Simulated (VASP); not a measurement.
The system is KGe2.

```xyz
3
Lattice="2.2579 -6.1802 0.0000 2.2579 6.1802 0.0000 0.0000 0.0000 4.5157" Properties=species:S:1:pos:R:3 pbc="T T T"
K     0.0000    0.0000    0.0000
Ge    2.2579   -1.4701    2.2579
Ge    2.2579    1.4701    2.2579
```

```yaml
Program: VASP 6.6.1
Task: relaxation of cell and atoms
Functional: PBE
Dispersion: D3(BJ)
Potentials_or_basis: VASP PAW PBE potentials, release 64 (K_sv, Ge_d)
Cutoff: 600 eV
k_mesh: 4 × 4 × 4
Occupations: gaussian, width 0.1 eV
Spin: no spin polarisation
```

At the start: pressure -3.1 GPa; volume 42.01 Å³/atom.

Q: Where does the relaxation end?

A: Over 24 steps the energy falls by 802.0 meV/atom and the volume is 27.62 Å³/atom (-34.2 %); space group Cmmm (No. 65, to 0.05 Å).

The path:
```tsv
step	energy change (eV)	largest force (eV/Å)	pressure (GPa)	volume (Å³)
1	0.0000	0.8049	-3.12	126.02
2	-0.7229	0.5438	-1.78	111.27
3	11.0246	52.2955	65.45	69.03
4	-0.7525	0.4463	-2.41	109.33
5	-1.1801	4.4806	5.63	88.83
6	-1.2034	0.3884	-1.00	100.36
7	-1.3635	1.7037	1.52	94.57
8	-1.7410	3.8902	2.78	90.75
9	-1.7021	5.4993	4.57	88.20
10	-1.7424	4.8346	3.69	89.27
11	-1.8808	4.4954	3.19	89.09
12	-2.1648	3.6918	2.57	88.34
13	-2.4037	3.5605	2.41	85.84
14	-1.5090	4.1538	9.45	76.58
15	-2.1868	1.3272	2.77	80.79
16	-2.3133	0.5897	0.88	82.96
17	-2.3450	0.1987	-1.53	87.40
18	-2.3581	0.0207	-0.96	86.04
19	-2.3587	0.0292	-0.82	85.69
20	-2.3801	0.0165	-0.89	85.38
21	-2.4000	0.0718	-0.90	84.65
22	-2.4001	0.0647	-0.89	84.69
23	-2.4045	0.0458	-0.49	83.78
24	-2.4060	0.0255	-0.07	82.87
```

Final structure:
```
CELL_PARAMETERS angstrom
2.60464 -2.64064 0.00000
2.60464 2.64064 0.00000
0.00000 0.00000 6.02459
ATOMIC_POSITIONS crystal
K 0.00000 0.00000 0.00000
Ge 0.74456 0.25544 0.50000
Ge 0.25544 0.74456 0.50000
```

Caveat: the k points lie up to 0.42 Å⁻¹ apart in the final cell; the volume moved by over 15 % at a fixed basis, so the end points are rough; pairwise dispersion overbinds metals, which lowers pressure and volume.
